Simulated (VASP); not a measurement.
# NiO (Fm-3m) in VASP: a series of runs

Runs on NiO. Level: PBE+U. Tasks: single point.

Everything below comes from runs of VASP 6.6.1. Logs are shortened: lines on timing, memory, paths and dates and some standing lists are left out, and cuts for length are marked.

## Step 1: The cell of the first run

The structure is cubic, space group Fm-3m (No. 225). Conventional cell: a = 4.268 Å, b = 4.268 Å, c = 4.268 Å, α = 90.00°, β = 90.00°, γ = 90.00°. Ni (site symmetry m-3m) has 6 O at 2.13 Å within 2.8 Å. Within 2.8 Å of O (site symmetry m-3m) lie 6 Ni at 2.13 Å.

## Step 2: Single point, PBE+U, collinear spin, ferromagnetic start (9.72 Å³/atom)

Contents of INCAR:

```
SYSTEM = NiO
PREC = Accurate
ENCUT = 700
EDIFF = 1E-6
ISMEAR = 0
SIGMA = 0.05
LREAL = .False.
LASPH = .True.
NELM = 200
ALGO = Normal
ISIF = 2
LWAVE = .False.
LCHARG = .False.
ISPIN = 2
MAGMOM = 1.91 0.21
LORBIT = 11
LMAXMIX = 4
LDAU = .True.
LDAUTYPE = 2
LDAUL = 2 -1
LDAUU = 6.2 0
LDAUJ = 0 0
LDAUPRINT = 1
GGA = PE
NBANDS = 23
GGA_COMPAT = .False.
```

Contents of KPOINTS:

```
Automatic mesh
0
Gamma
  10 10 10
  0 0 0
```

Contents of POSCAR:

```
NiO
1.0
    0.0000000000      2.1337902789      2.1337902789
    2.1337902789      0.0000000000      2.1337902789
    2.1337902789      2.1337902789      0.0000000000
Ni O
1 1
Direct
    0.0000000000      0.0000000000      0.0000000000
    0.5000000000      0.5000000000      0.5000000000
```

Potentials or basis: VASP PAW PBE potentials, release 64 (Ni_sv_GW, O).

Launch:

```sh
> cat potpaw_PBE.64/Ni_sv_GW/POTCAR potpaw_PBE.64/O/POTCAR > POTCAR
> mpirun -np 1 vasp_std > vasp.out
```

OUTCAR:

```text
SYSTEM = NiO
   PREC = Accurate
   ENCUT = 700
   EDIFF = 1E-6
   ISMEAR = 0
   LREAL = .False.
   LASPH = .True.
   NELM = 200
   ISIF = 2
   ISPIN = 2
   LORBIT = 11
   GGA = PE

 ion  position               nearest neighbor table
   1  0.000  0.000  0.000-   2 2.13   2 2.13   2 2.13   2 2.13   2 2.13   2 2.13
   2  0.500  0.500  0.500-   1 2.13   1 2.13   1 2.13   1 2.13   1 2.13   1 2.13

  LATTYP: Found a face centered cubic cell.
 ALAT       =     4.2675805578

  Lattice vectors:

 A1 = (   0.0000000000,   2.1337902789,   2.1337902789)
 A2 = (   2.1337902789,   0.0000000000,   2.1337902789)
 A3 = (   2.1337902789,   2.1337902789,   0.0000000000)

Analysis of symmetry for initial positions (statically):
=====================================================================
 Subroutine PRICEL returns:
 Original cell was already a primitive cell.

 Routine SETGRP: Setting up the symmetry group for a
 face centered cubic supercell.

 Subroutine GETGRP returns: Found 48 space group operations
 (whereof 48 operations were pure point group operations)
 out of a pool of 48 trial point group operations.

The static configuration has the point symmetry O_h .

Analysis of symmetry for dynamics (positions and initial velocities):
=====================================================================
 Subroutine PRICEL returns:
 Original cell was already a primitive cell.

 Routine SETGRP: Setting up the symmetry group for a
 face centered cubic supercell.

 Subroutine GETGRP returns: Found 48 space group operations
 (whereof 48 operations were pure point group operations)
 out of a pool of 48 trial point group operations.

The dynamic configuration has the point symmetry O_h .

[... 178 lines left out ...]
  o =  0.0886  v =  0.0000  0.0000  0.0000  0.0000  0.0000  0.0000  0.0000  0.9947 -0.0000 -0.1027      0.0000  0.0000  0.0000  0.0000  0.0000  0.0000  0.0000  0.0000  0.0000  0.0000
  o =  0.9319  v =  0.0000  0.0000  0.0000  0.0000  0.0000  0.0000  0.0149  0.0000  0.9999 -0.0000      0.0000  0.0000  0.0000  0.0000  0.0000  0.0000  0.0000  0.0000  0.0000  0.0000
  o =  0.9319  v =  0.0000  0.0000  0.0000  0.0000  0.0000  0.0000  0.9999 -0.0000 -0.0149 -0.0000      0.0000  0.0000  0.0000  0.0000  0.0000  0.0000  0.0000  0.0000  0.0000  0.0000
  o =  0.9319  v =  0.0000  0.0000  0.0000  0.0000  0.0000  1.0000  0.0000  0.0000  0.0000  0.0000      0.0000  0.0000  0.0000  0.0000  0.0000  0.0000  0.0000  0.0000  0.0000  0.0000
  o =  0.9390  v =  0.0000  0.3985  0.0000 -0.9172 -0.0000  0.0000  0.0000  0.0000  0.0000  0.0000      0.0000  0.0000  0.0000  0.0000  0.0000  0.0000  0.0000  0.0000  0.0000  0.0000
  o =  0.9390  v =  1.0000  0.0000  0.0000  0.0000  0.0000  0.0000  0.0000  0.0000  0.0000  0.0000      0.0000  0.0000  0.0000  0.0000  0.0000  0.0000  0.0000  0.0000  0.0000  0.0000
  o =  0.9390  v =  0.0000  0.9172  0.0000  0.3985  0.0000  0.0000  0.0000  0.0000  0.0000  0.0000      0.0000  0.0000  0.0000  0.0000  0.0000  0.0000  0.0000  0.0000  0.0000  0.0000
  o =  0.9671  v =  0.0000 -0.0000  0.8573  0.0000 -0.5148  0.0000  0.0000  0.0000  0.0000  0.0000      0.0000  0.0000  0.0000  0.0000  0.0000  0.0000  0.0000  0.0000  0.0000  0.0000
  o =  0.9671  v =  0.0000  0.0000 -0.5148 -0.0000 -0.8573  0.0000  0.0000  0.0000  0.0000  0.0000      0.0000  0.0000  0.0000  0.0000  0.0000  0.0000  0.0000  0.0000  0.0000  0.0000

 number of electron      23.9999994 magnetization       2.0000185

 Free energy of the ion-electron system (eV)
  ---------------------------------------------------
  ext. energy  EPLUGINS =         0.00000000
  ---------------------------------------------------
  free energy    TOTEN  =       -10.25884219 eV

  energy without entropy =      -10.25884219  energy(sigma->0) =      -10.25884219

 E-fermi :   5.8199     XC(G=0): -12.6170

 val. band max:        5.4239602485   @ k =   0.5000   0.0000   0.0000
 cond. band min:       7.4272533902   @ k =   0.0000   0.0000   0.0000
 fundamental gap:      2.0032931417
 Fermi energy:         5.8199367979

 spin component 1

 k-point     1 :       0.0000    0.0000    0.0000
  band No.  band energies     occupation
      1     -98.5929      1.00000
      2     -58.9676      1.00000
      3     -58.9676      1.00000
      4     -58.9676      1.00000
      5     -13.1810      1.00000
      6      -0.1173      1.00000
[... 1241 lines left out ...]
     22      37.6053      0.00000
     23      37.6211      0.00000

 [... further k-points ...]

------------------------ aborting loop because EDIFF is reached ----------------------------------------

  FORCE on cell =-STRESS in cart. coord.  units (eV):
  Direction    XX          YY          ZZ          XY          YZ          ZX
  --------------------------------------------------------------------------------------
  -------------------------------------------------------------------------------------
  Total       -0.2723615     -0.2723615     -0.2723615      0.0000000      0.0000000      0.0000000
  in kB      -22.4580052    -22.4580052    -22.4580052      0.0000000      0.0000000      0.0000000
  external PRESSURE =     -22.4580052 kB  Pullay stress =       0.0000000 kB

 VOLUME and BASIS-vectors are now :
 -----------------------------------------------------------------------------
  energy-cutoff  :      700.00
  volume of cell :       19.43
      direct lattice vectors                 reciprocal lattice vectors
     0.000000000  2.133790279  2.133790279    -0.234324809  0.234324809  0.234324809
     2.133790279  0.000000000  2.133790279     0.234324809 -0.234324809  0.234324809
     2.133790279  2.133790279  0.000000000     0.234324809  0.234324809 -0.234324809

 POSITION                                       TOTAL-FORCE (eV/Angst)
 -----------------------------------------------------------------------------------
      0.00000      0.00000      0.00000         0.000000      0.000000      0.000000
      2.13379      2.13379      2.13379         0.000000     -0.000000     -0.000000
 -----------------------------------------------------------------------------------
    total drift:                                0.000000      0.000000      0.000000

  FREE ENERGIE OF THE ION-ELECTRON SYSTEM (eV)
  ---------------------------------------------------
  free  energy   TOTEN  =       -10.2588421869 eV

  energy  without entropy=      -10.2588421869  energy(sigma->0) =      -10.25884219

 total charge

# of ion       s       p       d       f       tot
--------------------------------------------------
    1        2.155   6.203   7.699   0.008  16.065
    2        1.544   3.465   0.000   0.000   5.010
--------------------------------------------------
tot          3.699   9.668   7.699   0.008  21.074

 magnetization (x)

# of ion       s       p       d       f       tot
--------------------------------------------------
    1        0.010   0.012   1.775   0.001   1.797
    2        0.020   0.143   0.000   0.000   0.164
--------------------------------------------------
tot          0.030   0.155   1.775   0.001   1.961
```

stdout:

```text
POSCAR found type information on POSCAR NiO
 POSCAR found :  2 types and       2 ions
 scaLAPACK will be used
 LDA part: xc-table for (Slater+PW92), standard interpolation
 POSCAR, INCAR and KPOINTS ok, starting setup
 FFT: planning ... GRIDC
 FFT: planning ... GRID_SOFT
 FFT: planning ... GRID
 WAVECAR not read
 entering main loop
```

It took 72 s on 1 thread of AMD EPYC 9R45 (Zen 5), shared host; peak memory 0.19 GiB.

What came out:

| Item | Value |
| --- | --- |
| Free energy | -10.2588 eV |
| Pressure | -2.2 GPa |
| Band gap on the k mesh | 2.00 eV (least direct gap 3.17 eV) |
| Net moment | 2.00 μB per cell |
| Site moments | Ni +1.80; O +0.16 μB |
| Valence electrons inside the program's atomic spheres | Ni 16.07; O 5.01 |

Eigenvalues of the final occupation matrices:
```csv
site,spin,trace,eigenvalues
site 1 d,1,4.75,0.94 0.94 0.94 0.97 0.97
site 1 d,2,2.97,0.09 0.09 0.93 0.93 0.93
```

Caveat: a cell with one magnetic atom can't hold antiferromagnetic order, which such compounds often take. A k mesh can miss the band edges.

## Step 3: Single point, PBE+U, collinear spin, ferromagnetic start

This run uses another cell than the first one, of 9.08 Å³/atom.

Contents of INCAR:

```
SYSTEM = NiO
PREC = Accurate
ENCUT = 700
EDIFF = 1E-6
ISMEAR = 0
SIGMA = 0.05
LREAL = .FALSE.
LASPH = .TRUE.
NELM = 200
ALGO = Normal
ISIF = 2
LWAVE = .FALSE.
LCHARG = .TRUE.
ISPIN = 2
MAGMOM = 2 0
LORBIT = 11
LMAXMIX = 4
LDAU = .TRUE.
LDAUTYPE = 2
LDAUL = 2 -1
LDAUU = 6.2 0
LDAUJ = 0 0
LDAUPRINT = 1
GGA = PE
LELF = .TRUE.
LVHAR = .TRUE.
NBANDS = 23
GGA_COMPAT = .FALSE.
```

Contents of KPOINTS:

```
regular mesh
0
G
  10 10 10
  0 0 0
```

Contents of POSCAR:

```
NiO
1.0
    0.0000000000      2.0859016414      2.0859016414
    2.0859016414      0.0000000000      2.0859016414
    2.0859016414      2.0859016414      0.0000000000
Ni O
1 1
Direct
    0.0000000000      0.0000000000      0.0000000000
    0.5000000000      0.5000000000      0.5000000000
```

Potentials or basis: VASP PAW PBE potentials, release 64 (Ni_sv_GW, O).

Launch:

```sh
> cat potpaw_PBE.64/Ni_sv_GW/POTCAR potpaw_PBE.64/O/POTCAR > POTCAR
> mpirun -np 1 vasp_std > vasp.out
```

Run time: 2.4 min. Hardware: 1 thread of AMD EPYC 7R43 (Zen 3), shared host; peak memory 0.18 GiB.

The run converged. Its results:

* Free energy: -10.2172 eV
* Pressure: 11.5 GPa
* Band gap on the k mesh: 2.35 eV (least direct gap 3.39 eV)
* Net moment: 2.00 μB per cell
* Site moments: Ni +1.79; O +0.17 μB
* Valence electrons inside the program's atomic spheres: Ni 16.12; O 5.05

Levels at points of the mesh, in eV from the valence-band top:
Spin up:
| k point | band 10 | band 11 | band 12 | band 13 | band 14 | band 15 | band 16 | band 17 |
| --- | --- | --- | --- | --- | --- | --- | --- | --- |
| (0.00, 0.00, 0.00) | -4.64 | -1.79 | -1.79 | -1.79 | 2.35 | 18.47 | 18.92 | 18.92 |
| (0.50, 0.00, 0.00) | -4.11 | -2.96 | 0.00 | 0.00 | 6.32 | 10.90 | 14.65 | 14.65 |
| (0.50, 0.50, 0.00) | -3.79 | -3.79 | -3.18 | -3.18 | 6.71 | 11.58 | 12.15 | 17.44 |
Spin down:
```
           k point  band 7  band 8  band 9  band 10  band 11  band 12  band 13  band 14  band 15  band 16
(0.00, 0.00, 0.00)   -3.60   -3.60   -1.45    -1.45    -1.45     2.70     2.70     2.71    18.41    19.16
(0.50, 0.00, 0.00)   -3.96   -3.96   -2.05    -2.05    -1.99     5.13     5.13     6.50    11.38    15.00
(0.50, 0.50, 0.00)   -4.37   -2.86   -2.86    -2.67    -2.67     3.22     3.70     7.32    11.86    12.43
```

Eigenvalues of the final occupation matrices:
| site | spin | trace | eigenvalues |
| --- | --- | --- | --- |
| site 1 d | 1 | 4.76 | 0.94 0.94 0.94 0.97 0.97 |
| site 1 d | 2 | 2.99 | 0.10 0.10 0.93 0.93 0.93 |

Caveat: the cell stands under pressure; a cell with one magnetic atom can't hold antiferromagnetic order, which such compounds often take.

## Step 4: Single point, PBE+U, collinear spin, antiferromagnetic start

This run uses another cell than the first one: it holds 4 atoms, not 2.

Contents of INCAR:

```
  ALGO = Normal
  EDIFF = 1E-6
  ENCUT = 700
  GGA = PE
  GGA_COMPAT = False
  ISIF = 2
  ISMEAR = 0
  ISPIN = 2
  LASPH = True
  LCHARG = False
  LDAU = True
  LDAUJ = 0 0
  LDAUL = 2 -1
  LDAUPRINT = 1
  LDAUTYPE = 2
  LDAUU = 6.2 0
  LMAXMIX = 4
  LORBIT = 11
  LREAL = False
  LWAVE = False
  MAGMOM = 2 -2 0 0
  NBANDS = 36
  NELM = 200
  PREC = Accurate
  SIGMA = 0.05
```

Contents of KPOINTS:

```
k-points
0
Gamma
  8 8 6
```

Contents of POSCAR:

```
NiO
1.0
    0.0000000000      2.1337902789     -2.1337902789
    0.0000000000      2.1337902789      2.1337902789
    4.2675805578      0.0000000000      0.0000000000
Ni O
2 2
Direct
    0.0000000000      0.0000000000      0.0000000000
    0.5000000000      0.5000000000      0.5000000000
    0.0000000000      1.0000000000      0.5000000000
    0.5000000000      1.5000000000      1.0000000000
```

Potentials or basis: VASP PAW PBE potentials, release 64 (Ni_sv_GW, O).

Launch:

```sh
> cat potpaw_PBE.64/Ni_sv_GW/POTCAR potpaw_PBE.64/O/POTCAR > POTCAR
> mpirun -np 1 vasp_std > vasp.out
```

OUTCAR:

```text
EDIFF = 1E-6
   ENCUT = 700
   GGA = PE
   ISIF = 2
   ISMEAR = 0
   ISPIN = 2
   LASPH = True
   LORBIT = 11
   LREAL = False
   NELM = 200
   PREC = Accurate

 ion  position               nearest neighbor table
   1  0.000  0.000  0.000-   3 2.13   4 2.13   3 2.13   4 2.13   4 2.13   4 2.13
   2  0.500  0.500  0.500-   3 2.13   4 2.13   4 2.13   3 2.13   3 2.13   3 2.13
   3  0.000  0.000  0.500-   1 2.13   2 2.13   1 2.13   2 2.13   2 2.13   2 2.13
   4  0.500  0.500  0.000-   1 2.13   2 2.13   2 2.13   1 2.13   1 2.13   1 2.13

  LATTYP: Found a simple tetragonal cell.
 ALAT       =     3.0176351517
[... 2203 lines left out ...]
     4.267580558  0.000000000  0.000000000     0.234324809  0.000000000  0.000000000

 POSITION                                       TOTAL-FORCE (eV/Angst)
 -----------------------------------------------------------------------------------
      0.00000      0.00000      0.00000         0.000000     -0.000000     -0.000000
      2.13379      2.13379      0.00000        -0.000000     -0.000000      0.000000
      2.13379      0.00000      0.00000         0.000000      0.000000      0.000000
      0.00000      2.13379      0.00000         0.000000      0.000000      0.000000
 -----------------------------------------------------------------------------------
    total drift:                                0.000000      0.000000      0.000000

  FREE ENERGIE OF THE ION-ELECTRON SYSTEM (eV)
  ---------------------------------------------------
  free  energy   TOTEN  =       -20.5032451077 eV

  energy  without entropy=      -20.5032451077  energy(sigma->0) =      -20.50324511

 total charge

# of ion       s       p       d       f       tot
--------------------------------------------------
    1        2.155   6.203   7.696   0.008  16.063
    2        2.155   6.203   7.696   0.008  16.063
    3        1.544   3.466   0.000   0.000   5.010
    4        1.544   3.466   0.000   0.000   5.010
--------------------------------------------------
tot          7.399  19.339  15.393   0.016  42.147

 magnetization (x)

# of ion       s       p       d       f       tot
--------------------------------------------------
    1        0.011   0.014   1.779   0.001   1.805
    2       -0.011  -0.014  -1.779  -0.001  -1.805
    3       -0.007  -0.048   0.000   0.000  -0.055
    4        0.007   0.048   0.000   0.000   0.055
--------------------------------------------------
tot          0.000   0.000   0.000   0.000   0.000
```

OSZICAR:

```text
N       E                     dE             d eps       ncg     rms          rms(c)
DAV:   1     0.821756113494E+03    0.82176E+03   -0.29820E+04 14036   0.552E+03
DAV:   2     0.619662039959E+02   -0.75979E+03   -0.71149E+03 15224   0.129E+03
DAV:   3    -0.205058768433E+02   -0.82472E+02   -0.79772E+02 17260   0.525E+02
DAV:   4    -0.236485545097E+02   -0.31427E+01   -0.31301E+01 16616   0.819E+01
DAV:   5    -0.237104383882E+02   -0.61884E-01   -0.61849E-01 14420   0.875E+00    0.216E+01
DAV:   6    -0.201849034299E+02    0.35255E+01   -0.48191E+01 15328   0.406E+02    0.128E+01
DAV:   7    -0.198545544283E+02    0.33035E+00   -0.10192E+01 14480   0.225E+02    0.477E+00
DAV:   8    -0.203452606544E+02   -0.49071E+00   -0.91207E-01 15432   0.253E+01    0.247E+00
DAV:   9    -0.204457548866E+02   -0.10049E+00   -0.12851E-01 16352   0.415E+01    0.899E-01
DAV:  10    -0.205017512011E+02   -0.55996E-01   -0.44636E-02 16176   0.131E+01    0.293E-01
DAV:  11    -0.205029189319E+02   -0.11677E-02   -0.30055E-03 16424   0.196E+00    0.141E-01
DAV:  12    -0.205029884112E+02   -0.69479E-04   -0.33474E-04 15916   0.161E+00    0.685E-02
DAV:  13    -0.205032169239E+02   -0.22851E-03   -0.94717E-05 16656   0.109E+00    0.162E-02
DAV:  14    -0.205032446420E+02   -0.27718E-04   -0.15510E-05 14884   0.338E-01    0.419E-03
DAV:  15    -0.205032451077E+02   -0.46568E-06   -0.44070E-07  5776   0.645E-02
   1 F= -.20503245E+02 E0= -.20503245E+02  d E =-.264295E-11  mag=     0.0000
```

It took 6 min on 1 thread of Intel Xeon Platinum 8259CL at 2.50GHz (Skylake/Cascade Lake), shared host; peak memory 0.34 GiB.

What came out:

```
Free energy                                           : -20.5032 eV
Pressure                                              : -2.2 GPa
Band gap on the k mesh                                : 2.07 eV
Net moment                                            : 0.00 μB per cell
Site moments                                          : Ni +1.80, -1.80; O -0.06, +0.06 μB
Valence electrons inside the program's atomic spheres : Ni 16.06; O 5.01
```

Eigenvalues of the final occupation matrices:
| site | spin | trace | eigenvalues |
| --- | --- | --- | --- |
| site 1 d | 1 | 4.75 | 0.94 0.94 0.94 0.97 0.97 |
| site 1 d | 2 | 2.97 | 0.09 0.09 0.93 0.93 0.93 |
| site 2 d | 1 | 2.97 | 0.09 0.09 0.93 0.93 0.93 |
| site 2 d | 2 | 4.75 | 0.94 0.94 0.94 0.97 0.97 |

## Step 5: Summary

```tsv
spin	cell	k mesh	gap on the mesh (eV)	pressure (GPa)	moment (μB)
collinear, ferromagnetic start	a = 3.018 Å, angles 60.0°, 2 atoms, atomic positions A	10 × 10 × 10	2.00	-2.2	2.00
collinear, ferromagnetic start	a = 2.950 Å, angles 60.0°, 2 atoms, atomic positions A	10 × 10 × 10	2.35	11.5	2.00
collinear, antiferromagnetic start	a = 3.018, b = 3.018, c = 4.268 Å, 4 atoms, atomic positions B	8 × 8 × 6	2.07	-2.2	0.00
```

Alike in all rows: task single point; level PBE+U; potentials or basis VASP PAW PBE potentials, release 64 (Ni_sv_GW, O); Ni d U = 6.2 eV; cutoff (eV) 700; smearing gaussian 0.05 eV.

Caveats: a cell with one magnetic atom can't hold antiferromagnetic order, which such compounds often take (at least some runs); the cell stands under pressure (at least some runs).

Absolute energies hang on the potentials; compare differences alone.
